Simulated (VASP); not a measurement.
# In3Se (P4/mmm) in VASP: further runs

The runs below take In3Se through single point, relaxation of cell and atoms, with PBE.

All numbers are computed with VASP 6.6.1; they aren't measurements. Logs are shortened: lines on timing, memory, paths and dates and some standing lists are left out, and cuts for length are marked.

### Step 1. The cell of the first run

Symmetry: P4/mmm, No. 123, tetragonal system. Conventional cell: a = 4.469 Å, b = 4.469 Å, c = 6.187 Å, α = 90.00°, β = 90.00°, γ = 90.00°. Within 3.0 Å of In (site symmetry mmm) lie 2 In at 2.23 Å. In (site symmetry 4/mmm) has 4 In at 2.23 Å and 2 Se at 3.09 Å within 3.1 Å. Within 4.1 Å of Se (site symmetry 4/mmm) lie 10 In at 3.09 to 3.82 Å.

The cell was built from a structure type or drawn by symmetry, and may not be a known phase.

### Step 2. Single point, PBE

INCAR

```
PREC = Accurate
ENCUT = 520
EDIFF = 1E-6
ISMEAR = 0
SIGMA = 0.1
LREAL = False
LASPH = True
NELM = 60
ALGO = Normal
ISIF = 2
LWAVE = False
LCHARG = False
GGA = PE
NBANDS = 30
```

KPOINTS

```
Automatic mesh
0
Gamma
  4 4 4
```

POSCAR

```
In3Se
1.0
    4.4687999100      0.0000000000      0.0000000000
    0.0000000000      4.4687999100      0.0000000000
    0.0000000000      0.0000000000      6.1872888800
In Se
3 1
Direct
    0.0000000000      0.5000000000      0.0000000000
    0.5000000000      0.0000000000      0.0000000000
    0.5000000000      0.5000000000      0.0000000000
    0.5000000000      0.5000000000      0.5000000000
```

Potentials or basis: VASP PAW PBE potentials, release 64 (In_d, Se).

The run is started by

```sh
> cat potpaw_PBE.64/In_d/POTCAR potpaw_PBE.64/Se/POTCAR > POTCAR
> mpirun -np 1 vasp_std > vasp.out
```

OUTCAR:

```text
PREC = Accurate
   ENCUT = 520
   EDIFF = 1E-6
   ISMEAR = 0
   LREAL = False
   LASPH = True
   NELM = 60
   ISIF = 2
   GGA = PE

 ion  position               nearest neighbor table
   1  0.000  0.500  0.000-   3 2.23   3 2.23   2 3.16   2 3.16   2 3.16   2 3.16
   2  0.500  0.000  0.000-   3 2.23   3 2.23   1 3.16   1 3.16   1 3.16   1 3.16
   3  0.500  0.500  0.000-   1 2.23   2 2.23   2 2.23   1 2.23   4 3.09   4 3.09
   4  0.500  0.500  0.500-   3 3.09   3 3.09

  LATTYP: Found a simple tetragonal cell.
 ALAT       =     4.4687999100
 C/A-ratio  =     1.3845526774

  Lattice vectors:

 A1 = (   4.4687999100,   0.0000000000,   0.0000000000)
 A2 = (   0.0000000000,   4.4687999100,   0.0000000000)
 A3 = (   0.0000000000,   0.0000000000,   6.1872888800)

Analysis of symmetry for initial positions (statically):
=====================================================================
 Subroutine PRICEL returns:
 Original cell was already a primitive cell.

 Routine SETGRP: Setting up the symmetry group for a
 simple tetragonal supercell.

 Subroutine GETGRP returns: Found 16 space group operations
 (whereof 16 operations were pure point group operations)
 out of a pool of 16 trial point group operations.

The static configuration has the point symmetry D_4h.

Analysis of symmetry for dynamics (positions and initial velocities):
=====================================================================
 Subroutine PRICEL returns:
 Original cell was already a primitive cell.

 Routine SETGRP: Setting up the symmetry group for a
 simple tetragonal supercell.

 Subroutine GETGRP returns: Found 16 space group operations
 (whereof 16 operations were pure point group operations)
 out of a pool of 16 trial point group operations.

The dynamic configuration has the point symmetry D_4h.

 Subroutine INISYM returns: Found 16 space group operations
 (whereof 16 operations are pure point group operations),
 and found     1 'primitive' translations

----------------------------------------------------------------------------------------

                                     Primitive cell

  volume of cell :     123.5612

  direct lattice vectors                    reciprocal lattice vectors
     4.468799910  0.000000000  0.000000000     0.223773725  0.000000000  0.000000000
     0.000000000  4.468799910  0.000000000     0.000000000  0.223773725  0.000000000
[... 82 lines left out ...]
   EDIFF  = 0.1E-05   stopping-criterion for ELM
   LREAL  =      F    real-space projection
   EDIFFG = 0.1E-04   stopping-criterion for IOM
   NSW    =      0    number of steps for IOM
   IBRION =     -1    ionic relax: 0-MD 1-quasi-New 2-CG
   NFREE  =      0    steps in history (QN), initial steepest desc. (CG)
   ISIF   =      2    stress and relaxation
   ISYM   =      2    0-nonsym 1-usesym 2-fastsym
   POTIM  = 0.5000    time-step for ionic-motion
   TEBEG  =    0.0;   TEEND  =   0.0 temperature during run
   PSTRESS=    0.0 pullay stress
   NELECT =      45.0000    total number of electrons
   NUPDOWN=      -1.0000    fix difference up-down
   EMIN   =  10.00;   EMAX   =-10.00  energy-range for DOS
   EFERMI =   0.00;   METHOD = LEGACY
   ISMEAR =     0;   SIGMA  =   0.10  broadening in eV -4-tet -1-fermi 0-gaus
   EFERMI_NEDOS =   21; number of points for ismear=-14 and -15
   IALGO  =     38    algorithm
   IMIX   =      4    mixing-type and parameters
     AMIX     =   0.40;   BMIX     =  1.00
     AMIX_MAG =   1.60;   BMIX_MAG =  1.00
  volume/ion in A,a.u.               =      30.89       208.46
  Fermi-wavevector in a.u.,A,eV,Ry     =   1.169100  2.209278 18.596367  1.366794
  Thomas-Fermi vector in A             =   2.305577
   LORBIT       =      0    0 simple, 1 ext, 2 COOP (PROOUT), +10 PAW based schemes
   GGA     = PE    functional components
   LHFCALC =     F    Hartree Fock is set to
   AEXX    =    0.0000 exact exchange contribution
   IVDW    =     0    specifies the selected vdW correction
   LEPSILON=     F    determine dielectric tensor
   LRPA    =     F    only Hartree local field effects (RPA)
 non-spin polarized calculation
 Gauss-broadening in eV      SIGMA  =   0.10
  energy-cutoff  :      520.00
  volume of cell :      123.56
 maximum number of plane-waves:      3352
 NGX is ok and might be reduce to    36
   NGX = 17   NGY = 17   NGZ = 23

 number of electron      45.0000004 magnetization

 Free energy of the ion-electron system (eV)
  ---------------------------------------------------
  ext. energy  EPLUGINS =         0.00000000
  ---------------------------------------------------
  free energy    TOTEN  =        -2.36251622 eV

  energy without entropy =       -2.34505685  energy(sigma->0) =       -2.35378654

 E-fermi :   4.5706     XC(G=0):  -8.6481

 val. band max:        4.5500688436   @ k =   0.5000   0.0000   0.2500
 cond. band min:       4.5845515746   @ k =   0.2500   0.0000   0.2500
 fundamental gap:      0.0344827310
 Fermi energy:         4.5706248980

 k-point     1 :       0.0000    0.0000    0.0000
  band No.  band energies     occupation
      1     -14.9458      2.00000
      2     -14.0813      2.00000
      3     -13.7894      2.00000
      4     -12.9744      2.00000
      5     -12.9744      2.00000
      6     -11.5542      2.00000
[... 583 lines left out ...]
     29      12.2806      0.00000
     30      13.7076      0.00000

------------------------ aborting loop because EDIFF is reached ----------------------------------------

  FORCE on cell =-STRESS in cart. coord.  units (eV):
  Direction    XX          YY          ZZ          XY          YZ          ZX
  --------------------------------------------------------------------------------------
  -------------------------------------------------------------------------------------
  Total       37.6981052     37.6981052     -4.9854349      0.0000000      0.0000000      0.0000000
  in kB      488.8187905    488.8187905    -64.6444756      0.0000000      0.0000000      0.0000000
  external PRESSURE =     304.3310352 kB  Pullay stress =       0.0000000 kB

 VOLUME and BASIS-vectors are now :
 -----------------------------------------------------------------------------
  energy-cutoff  :      520.00
  volume of cell :      123.56
      direct lattice vectors                 reciprocal lattice vectors
     4.468799910  0.000000000  0.000000000     0.223773725  0.000000000  0.000000000
     0.000000000  4.468799910  0.000000000     0.000000000  0.223773725  0.000000000
     0.000000000  0.000000000  6.187288880     0.000000000  0.000000000  0.161621676

 POSITION                                       TOTAL-FORCE (eV/Angst)
 -----------------------------------------------------------------------------------
      0.00000      2.23440      0.00000         0.000000      0.000000      0.000000
      2.23440      0.00000      0.00000         0.000000      0.000000      0.000000
      2.23440      2.23440      0.00000         0.000000      0.000000      0.000000
      2.23440      2.23440      3.09364         0.000000      0.000000      0.000000
 -----------------------------------------------------------------------------------
    total drift:                                0.000000      0.000000     -0.000000

  FREE ENERGIE OF THE ION-ELECTRON SYSTEM (eV)
  ---------------------------------------------------
  free  energy   TOTEN  =        -2.3625162222 eV

  energy  without entropy=       -2.3450568507  energy(sigma->0) =       -2.35378654
```

stdout:

```text
POSCAR found type information on POSCAR InSe
 POSCAR found :  2 types and       4 ions
 scaLAPACK will be used
 LDA part: xc-table for (Slater+PW92), standard interpolation
 POSCAR, INCAR and KPOINTS ok, starting setup
 FFT: planning ... GRIDC
 FFT: planning ... GRID_SOFT
 FFT: planning ... GRID
 WAVECAR not read
 entering main loop
```

Run time: 29 s. Hardware: 1 thread of Intel Xeon 6975P-C (Granite Rapids), shared host; peak memory 0.25 GiB.

Results:

- Free energy: -2.3625 eV
- Pressure: 30.4 GPa
- Band gap on the k mesh: zero (an odd number of electrons rules out a gap without spin polarisation)

Stress tensor (GPa, compression positive):
```
48.88  0.00  0.00
 0.00 48.88  0.00
 0.00  0.00 -6.46
```

Caveat: the cell stands under pressure; spin-orbit coupling is left out, which moves the levels of the heavy elements.

### Step 3. Single point, PBE

This run uses another cell than the first one, of 46.76 Å³/atom.

INCAR

```
ALGO = Normal
EDIFF = 1E-6
ENCUT = 520
GGA = PE
ISIF = 2
ISMEAR = 0
LASPH = T
LCHARG = F
LREAL = F
LWAVE = F
NBANDS = 30
NELM = 80
PREC = Accurate
SIGMA = 0.1
```

KPOINTS

```
k-points
0
Gamma
  4 4 4
```

POSCAR

```
In3Se
1.0
    5.8591171158      0.0000000000      0.0000000000
    0.0000000000      5.8591171158      0.0000000000
    0.0000000000      0.0000000000      5.4480830773
In Se
3 1
Direct
    0.0000000000      0.5000000000      0.0000000000
    0.5000000000      0.0000000000      0.0000000000
    0.5000000000      0.5000000000      0.0000000000
    0.5000000000      0.5000000000      0.5000000000
```

Potentials or basis: VASP PAW PBE potentials, release 64 (In_d, Se).

The run is started by

```sh
> cat potpaw_PBE.64/In_d/POTCAR potpaw_PBE.64/Se/POTCAR > POTCAR
> mpirun -np 1 vasp_std > vasp.out
```

It took 51 s on 1 thread of Intel Xeon 6975P-C (Granite Rapids), shared host; peak memory 0.33 GiB.

The run converged. Its results:

| Quantity | Value |
| --- | --- |
| Free energy | -10.0569 eV |
| Pressure | 0.0 GPa |
| Band gap on the k mesh | zero (an odd number of electrons rules out a gap without spin polarisation) |

Stress tensor (GPa, compression positive):
```
 0.05  0.00  0.00
 0.00  0.05  0.00
 0.00  0.00 -0.03
```

Levels at points of the mesh, in eV from the Fermi level:
```csv
k point,band 20,band 21,band 22,band 23,band 24,band 25
"(0.00, 0.00, 0.00)",-2.62,-2.62,-1.05,0.16,0.16,2.05
"(0.50, 0.00, 0.00)",-2.43,-2.12,-0.99,0.43,1.26,1.26
"(0.50, 0.50, 0.00)",-3.46,-0.96,-0.96,-0.77,1.86,1.86
"(0.00, 0.00, 0.50)",-1.68,-1.68,-1.30,-1.30,0.05,1.78
"(0.50, 0.00, 0.50)",-1.89,-1.31,-1.28,0.81,1.10,1.45
"(0.50, 0.50, 0.50)",-1.83,-1.83,-0.54,0.56,2.50,2.50
```

Caveat: spin-orbit coupling is left out, which moves the levels of the heavy elements.

(Continued in part 2 of 2.)
